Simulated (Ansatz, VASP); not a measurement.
# Sn2Sb in VASP and in Ansatz

INCAR

```
SYSTEM = Sn2Sb
  PREC = Accurate
  ENCUT = 520
  EDIFF = 1E-6
  ISMEAR = 0
  SIGMA = 0.1
  LREAL = .False.
  LASPH = .True.
  NELM = 60
  ALGO = Fast
  ISIF = 2
  LWAVE = .False.
  LCHARG = .False.
  GGA = PE
  NBANDS = 42
```

File KPOINTS:

```
regular mesh
0
Gamma
  4 4 4
  0 0 0
```

Contents of POSCAR:

```
Sn2Sb
1.0
    4.5814745061      0.0000000000      0.0000000000
    0.0000000000      4.5814745061      0.0000000000
    0.0000000000      0.0000000000      6.9904211464
Sn Sb
4 2
Direct
    0.0000000000      0.0000000000      0.0000000000
    0.5000000000      0.5000000000      0.0000000000
    0.0000000000      0.5000000000      0.2700000000
    0.5000000000      0.0000000000      0.7300000000
    0.0000000000      0.5000000000      0.7000000000
    0.5000000000      0.0000000000      0.3000000000
```

Input for Ansatz:

```yaml
crystal:
  lattice:
    - [4.5814745061, 0.0, 0.0]
    - [0.0, 4.5814745061, 0.0]
    - [0.0, 0.0, 6.9904211464]
  atoms:
    - { symbol: Sn, position: [0.0, 0.0, 0.0] }
    - { symbol: Sn, position: [0.5, 0.5, 0.0] }
    - { symbol: Sn, position: [0.0, 0.5, 0.27] }
    - { symbol: Sn, position: [0.5, 0.0, 0.73] }
    - { symbol: Sb, position: [0.0, 0.5, 0.7] }
    - { symbol: Sb, position: [0.5, 0.0, 0.3] }
basis:
  ecutwfc: 420
kpoints:
  mp_grid: { grid: [4, 4, 4] }
hamiltonian:
  xc: pbe
scf:
  occupations: { method: gaussian, width: 0.1 }
  lower_state_search: "off"
output:
  forces: true
  stress: true
  eigenvalues: true
```

Alike in both runs: task single point; functional PBE; k mesh 4 × 4 × 4; occupations gaussian, width 0.1 eV; no spin polarisation.

|  | VASP | Ansatz |
| --- | --- | --- |
| version | VASP 6.6.1 | Ansatz 0.2.0 |
| potentials or method | VASP PAW PBE potentials, release 64 (Sn_d, Sb), cutoff 520 eV | scalar-relativistic, plane waves, PAW |
| valence electrons in the cell | 66 | 86 |

VASP gave:

| Item | Value |
| --- | --- |
| gap on the k mesh at the Fermi level (eV) | none |
| pressure (GPa) | 15.9 |
| traceless stress, the component that is largest in VASP (GPa) | -3.23 |
| rms of the force components (eV/Å) | 0.526 |

Question: Which values does Ansatz return?

Answer: gap on the k mesh at the Fermi level (eV): none; pressure (GPa): 15.9; traceless stress, the component that is largest in VASP (GPa): -3.24; rms of the force components (eV/Å): 0.527.

Atom by atom the forces differ by 0.001 eV/Å (rms over components). A gap of «none» marks a metal or a gap that the smearing closes. VASP's potentials hold 66 valence electrons a cell and Ansatz's 86, so a difference there can come from the potentials and not from the codes.

Spin-orbit coupling is off throughout.
